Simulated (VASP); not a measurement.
# Ge4N3 (I-4) in VASP: single point with PBE

Aim: the single point of Ge4N3 with PBE.

Program: VASP 6.6.1. These are calculated values, not measurements. Logs are shortened: lines on timing, memory, paths and dates and some standing lists are left out, and cuts for length are marked.

### 1 The cell of the first run

Symmetry: I-4, No. 82, tetragonal system. Conventional cell: a = 5.123 Å, b = 5.123 Å, c = 8.506 Å, α = 90.00°, β = 90.00°, γ = 90.00°. Within 2.5 Å of Ge (site symmetry 1) lie 3 N at 1.92 to 2.12 Å. Within 2.6 Å of N (site symmetry -4) lie 4 Ge at 1.92 Å and 4 N at 2.56 Å. N (site symmetry 2) has 4 Ge at 2.07 to 2.12 Å and 2 N at 2.56 Å within 2.7 Å.

The cell was generated, and may not be a known phase.

### 2 Single point, PBE

INCAR reads:

```
PREC     = Accurate       # precision mode
ENCUT    = 520            # plane-wave cutoff, eV
EDIFF    = 1E-7           # SCF threshold, eV
ISMEAR   = 0              # smearing method
SIGMA    = 0.2            # smearing width, eV
LREAL    = F              # projectors in reciprocal space
LASPH    = T              # aspherical terms in the spheres
NELM     = 80             # most SCF steps
ALGO     = Normal         # electronic algorithm
ISIF     = 2              # what is computed and relaxed
LWAVE    = F              # write WAVECAR
LCHARG   = F              # write CHGCAR
GGA      = PE             # functional
NBANDS   = 44             # bands
```

KPOINTS reads:

```
Automatic mesh
0
Gamma
  4 4 4
```

POSCAR reads:

```
Ge4N3
1.0
   -2.5615565304      2.5615565304      4.2529488295
    2.5615565304     -2.5615565304      4.2529488295
    2.5615565304      2.5615565304     -4.2529488295
Ge N
4 3
Direct
    0.3399053370      0.8686444432      0.9486843691
    0.9199600742      0.3912209679      0.0513156309
    0.1313555568      0.0800399258      0.4712608937
    0.6087790321      0.6600946630      0.5287391063
    0.2500000000      0.7500000000      0.5000000000
    0.2652430591      0.2652430591      0.0000000000
    0.7347569409      0.7347569409      0.0000000000
```

Potentials or basis: VASP PAW PBE potentials, release 64 (Ge_d, N).

Launch:

```
cat potpaw_PBE.64/Ge_d/POTCAR potpaw_PBE.64/N/POTCAR > POTCAR
mpirun -np 1 vasp_std > vasp.out
```

OUTCAR:

```text
PREC = Accurate
   ENCUT = 520
   EDIFF = 1E-7
   ISMEAR = 0
   LREAL = F
   LASPH = T
   NELM = 80
   ISIF = 2
   GGA = PE

 ion  position               nearest neighbor table
   1  0.340  0.869  0.949-   5 1.92   6 2.07   7 2.12
   2  0.920  0.391  0.051-   5 1.92   6 2.07   7 2.12
   3  0.131  0.080  0.471-   5 1.92   7 2.07   6 2.12
   4  0.609  0.660  0.529-   5 1.92   7 2.07   6 2.12
   5  0.250  0.750  0.500-   3 1.92   4 1.92   2 1.92   1 1.92
   6  0.265  0.265  0.000-   2 2.07   1 2.07   4 2.12   3 2.12
   7  0.735  0.735  0.000-   4 2.07   3 2.07   1 2.12   2 2.12

  LATTYP: Found a body centered tetragonal cell.
 ALAT       =     5.1231130608
 C/A-ratio  =     1.6602986423

  Lattice vectors:

 A1 = (  -2.5615565304,   2.5615565304,   4.2529488295)
 A2 = (   2.5615565304,  -2.5615565304,   4.2529488295)
 A3 = (   2.5615565304,   2.5615565304,  -4.2529488295)

Analysis of symmetry for initial positions (statically):
=====================================================================
 Subroutine PRICEL returns:
 Original cell was already a primitive cell.

 Routine SETGRP: Setting up the symmetry group for a
 body centered tetragonal supercell.

 Subroutine GETGRP returns: Found  4 space group operations
 (whereof  4 operations were pure point group operations)
 out of a pool of 16 trial point group operations.

The static configuration has the point symmetry S_4 .

Analysis of symmetry for dynamics (positions and initial velocities):
=====================================================================
 Subroutine PRICEL returns:
 Original cell was already a primitive cell.

 Routine SETGRP: Setting up the symmetry group for a
 body centered tetragonal supercell.

 Subroutine GETGRP returns: Found  4 space group operations
 (whereof  4 operations were pure point group operations)
 out of a pool of 16 trial point group operations.

The dynamic configuration has the point symmetry S_4 .

 Subroutine INISYM returns: Found  4 space group operations
 (whereof  4 operations are pure point group operations),
 and found     1 'primitive' translations

----------------------------------------------------------------------------------------

                                     Primitive cell

  volume of cell :     111.6241

  direct lattice vectors                    reciprocal lattice vectors
    -2.561556530  2.561556530  4.252948830     0.000000000  0.195193818  0.117565487
     2.561556530 -2.561556530  4.252948830     0.195193818  0.000000000  0.117565487
     2.561556530  2.561556530 -4.252948830     0.195193818  0.195193818  0.000000000

  length of vectors
     5.586655302  5.586655302  5.586655302     0.227864588  0.227864588  0.276045745

  position of ions in fractional coordinates (direct lattice)
     0.339905337  0.868644443  0.948684369
     0.919960074  0.391220968  0.051315631
     0.131355557  0.080039926  0.471260894
     0.608779032  0.660094663  0.528739106
     0.250000000  0.750000000  0.500000000
     0.265243059  0.265243059  0.000000000
     0.734756941  0.734756941  0.000000000

  ion indices of the primitive-cell ions
   primitive index   ion index
                 1           1
                 2           2
                 3           3
                 4           4
                 5           5
                 6           6
                 7           7

----------------------------------------------------------------------------------------

 KPOINTS: Automatic mesh

Automatic generation of k-mesh.
 Grid dimensions read from file:
 generate k-points for:    4    4    4

 Generating k-lattice:

  Cartesian coordinates                     Fractional coordinates (reciprocal lattice)
     0.000000000  0.048798455  0.029391372     0.250000000  0.000000000  0.000000000
     0.048798455  0.000000000  0.029391372     0.000000000  0.250000000  0.000000000
     0.048798455  0.048798455  0.000000000     0.000000000  0.000000000  0.250000000

  Length of vectors
     0.056966147  0.056966147  0.069011436

  Shift w.r.t. Gamma in fractional coordinates (k-lattice)
     0.000000000  0.000000000  0.000000000

 Subroutine IBZKPT returns following result:
 ===========================================

 Found     14 irreducible k-points:

 Following reciprocal coordinates:
            Coordinates               Weight
  0.000000  0.000000  0.000000      1.000000
  0.250000  0.000000  0.000000      8.000000
  0.500000  0.000000  0.000000      4.000000
  0.250000  0.250000  0.000000      8.000000
  0.500000  0.250000  0.000000      8.000000
 -0.250000  0.500000  0.000000      8.000000
 -0.250000  0.250000  0.000000      4.000000
  0.500000  0.500000  0.000000      2.000000
  0.250000  0.250000  0.250000      2.000000
 -0.250000  0.250000  0.250000      4.000000
  0.500000  0.500000  0.250000      4.000000
 -0.250000  0.500000  0.250000      8.000000
 -0.250000 -0.250000  0.250000      2.000000
  0.500000  0.500000  0.500000      1.000000
   k-points           NKPTS =     14   k-points in BZ     NKDIM =     14   number of bands    NBANDS=     44
   number of dos      NEDOS =    301   number of ions     NIONS =      7
   total plane-waves  NPLWV =  74088
   dimension x,y,z NGX =    42 NGY =   42 NGZ =   42
   dimension x,y,z NGXF=    84 NGYF=   84 NGZF=   84
   ions per type =               4   3
   NGX,Y,Z   is equivalent  to a cutoff of  12.50, 12.50, 12.50 a.u.
   NGXF,Y,Z  is equivalent  to a cutoff of  25.00, 25.00, 25.00 a.u.
 SYSTEM =  unknown system
   PREC   = accura    normal or accurate (medium, high low for compatibility)
   ISTART =      0    job   : 0-new  1-cont  2-samecut
   ICHARG =      2    charge: 1-file 2-atom 10-const
   ISPIN  =      1    spin polarized calculation?
   LNONCOLLINEAR =      F non collinear calculations
   LSORBIT =      F    spin-orbit coupling
   LASPH  =      T    aspherical Exc in radial PAW
   ENCUT  =  520.0 eV  38.22 Ry    6.18 a.u.  10.39 10.39 10.39*2*pi/ulx,y,z
   NELM   =     80;   NELMIN=  2; NELMDL= -5     # of ELM steps
   EDIFF  = 0.1E-06   stopping-criterion for ELM
   LREAL  =      F    real-space projection
   EDIFFG = 0.1E-05   stopping-criterion for IOM
   NSW    =      0    number of steps for IOM
   IBRION =     -1    ionic relax: 0-MD 1-quasi-New 2-CG
   NFREE  =      0    steps in history (QN), initial steepest desc. (CG)
   ISIF   =      2    stress and relaxation
   ISYM   =      2    0-nonsym 1-usesym 2-fastsym
   POTIM  = 0.5000    time-step for ionic-motion
   TEBEG  =    0.0;   TEEND  =   0.0 temperature during run
   PSTRESS=    0.0 pullay stress
   NELECT =      71.0000    total number of electrons
   NUPDOWN=      -1.0000    fix difference up-down
   EMIN   =  10.00;   EMAX   =-10.00  energy-range for DOS
   EFERMI =   0.00;   METHOD = LEGACY
   ISMEAR =     0;   SIGMA  =   0.20  broadening in eV -4-tet -1-fermi 0-gaus
   EFERMI_NEDOS =   21; number of points for ismear=-14 and -15
   IALGO  =     38    algorithm
   IMIX   =      4    mixing-type and parameters
     AMIX     =   0.40;   BMIX     =  1.00
     AMIX_MAG =   1.60;   BMIX_MAG =  1.00
  volume/ion in A,a.u.               =      15.95       107.61
  Fermi-wavevector in a.u.,A,eV,Ry     =   1.407910  2.660564 26.969617  1.982211
  Thomas-Fermi vector in A             =   2.530121
   LORBIT       =      0    0 simple, 1 ext, 2 COOP (PROOUT), +10 PAW based schemes
   GGA     = PE    functional components
   LHFCALC =     F    Hartree Fock is set to
   AEXX    =    0.0000 exact exchange contribution
   IVDW    =     0    specifies the selected vdW correction
   LEPSILON=     F    determine dielectric tensor
   LRPA    =     F    only Hartree local field effects (RPA)
 non-spin polarized calculation
 Gauss-broadening in eV      SIGMA  =   0.20
  energy-cutoff  :      520.00
  volume of cell :      111.62
 maximum number of plane-waves:      3023
 NGX is ok and might be reduce to    42
   NGX = 21   NGY = 21   NGZ = 21

 number of electron      70.9999999 magnetization

 Free energy of the ion-electron system (eV)
  ---------------------------------------------------
  ext. energy  EPLUGINS =         0.00000000
  ---------------------------------------------------
  free energy    TOTEN  =       -39.66711788 eV

  energy without entropy =      -39.61193964  energy(sigma->0) =      -39.63952876

 E-fermi :   4.7203     XC(G=0): -10.4237

 val. band max:        4.7080186510   @ k =   0.5000   0.2500   0.0000
 cond. band min:       4.7555365677   @ k =   0.2500   0.2500   0.0000
 fundamental gap:      0.0475179167
 Fermi energy:         4.7202717386

 k-point     1 :       0.0000    0.0000    0.0000
  band No.  band energies     occupation
      1     -19.6975      2.00000
      2     -19.6747      2.00000
      3     -19.6691      2.00000
      4     -19.6534      2.00000
      5     -19.6534      2.00000
      6     -19.6471      2.00000
[... 36 lines left out ...]
     43      11.1870      0.00000
     44      11.2359      0.00000

 k-point     2 :       0.2500    0.0000    0.0000
  band No.  band energies     occupation
      1     -19.7001      2.00000
      2     -19.6723      2.00000
      3     -19.6693      2.00000
      4     -19.6497      2.00000
      5     -19.6490      2.00000
      6     -19.6449      2.00000
[... 36 lines left out ...]
     43      10.4748      0.00000
     44      11.0497      0.00000

 k-point     3 :       0.5000    0.0000    0.0000
  band No.  band energies     occupation
      1     -19.7019      2.00000
      2     -19.6724      2.00000
      3     -19.6647      2.00000
      4     -19.6465      2.00000
      5     -19.6458      2.00000
      6     -19.6435      2.00000
[... 506 lines left out ...]
     43      10.6796      0.00000
     44      10.6797      0.00000

 k-point    14 :       0.5000    0.5000    0.5000
  band No.  band energies     occupation
      1     -19.7121      2.00000
      2     -19.6759      2.00000
      3     -19.6707      2.00000
      4     -19.6465      2.00000
      5     -19.6465      2.00000
      6     -19.6457      2.00000
[... 36 lines left out ...]
     43       9.9909      0.00000
     44       9.9909      0.00000

------------------------ aborting loop because EDIFF is reached ----------------------------------------

  FORCE on cell =-STRESS in cart. coord.  units (eV):
  Direction    XX          YY          ZZ          XY          YZ          ZX
  --------------------------------------------------------------------------------------
  -------------------------------------------------------------------------------------
  Total       -0.2731200     -0.2731200      0.4828355     -0.0000017      0.0000000      0.0000000
  in kB       -3.9201799     -3.9201799      6.9302957     -0.0000239      0.0000000      0.0000000
  external PRESSURE =      -0.3033547 kB  Pullay stress =       0.0000000 kB

 VOLUME and BASIS-vectors are now :
 -----------------------------------------------------------------------------
  energy-cutoff  :      520.00
  volume of cell :      111.62
      direct lattice vectors                 reciprocal lattice vectors
    -2.561556530  2.561556530  4.252948830     0.000000000  0.195193818  0.117565487
     2.561556530 -2.561556530  4.252948830     0.195193818  0.000000000  0.117565487
     2.561556530  2.561556530 -4.252948830     0.195193818  0.195193818  0.000000000

 POSITION                                       TOTAL-FORCE (eV/Angst)
 -----------------------------------------------------------------------------------
      3.78450      1.07571      1.10519        -0.023219      0.007784     -0.042975
     -1.22295      1.48584      5.35814         0.023219     -0.007784     -0.042975
      1.07571      1.33861     -1.10519         0.007784      0.023219      0.042975
      1.48584      1.22295      3.14775        -0.007784     -0.023219      0.042975
      2.56156      0.00000      2.12647        -0.000000     -0.000000     -0.000000
      0.00000      0.00000      2.25613        -0.000000     -0.000000      0.027045
      0.00000      0.00000      6.24977        -0.000000     -0.000000     -0.027045
 -----------------------------------------------------------------------------------
    total drift:                               -0.000010     -0.000007     -0.000004

  FREE ENERGIE OF THE ION-ELECTRON SYSTEM (eV)
  ---------------------------------------------------
  free  energy   TOTEN  =       -39.6671178786 eV

  energy  without entropy=      -39.6119396447  energy(sigma->0) =      -39.63952876
```

Run time: 64 s. Hardware: 1 thread of AMD EPYC 9R45 (Zen 5), shared host; peak memory 0.24 GiB.

What came out:

- Free energy: -39.6671 eV
- Pressure: 0.0 GPa
- Largest force: 0.049 eV/Å
- Band gap on the k mesh: zero (an odd number of electrons rules out a gap without spin polarisation)

Forces on the atoms (eV/Å):
```
Ge  -0.023  0.008 -0.043
Ge   0.023 -0.008 -0.043
Ge   0.008  0.023  0.043
Ge  -0.008 -0.023  0.043
N    0.000  0.000  0.000
N    0.000  0.000  0.027
N    0.000  0.000 -0.027
```

Levels at points of the mesh, in eV from the Fermi level:
```csv
k point,band 33,band 34,band 35,band 36,band 37,band 38
"(0.00, 0.00, 0.00)",-2.35,-0.58,-0.58,0.20,0.55,2.91
"(0.50, 0.00, 0.00)",-1.58,-1.10,-0.49,0.10,1.92,2.20
"(0.50, 0.50, 0.00)",-2.16,-1.79,-1.32,0.11,2.19,3.10
"(0.50, 0.50, 0.50)",-1.03,-0.54,-0.54,-0.30,-0.07,1.13
```

The gap in the log of VASP goes by the Fermi energy; the results here count the filled bands.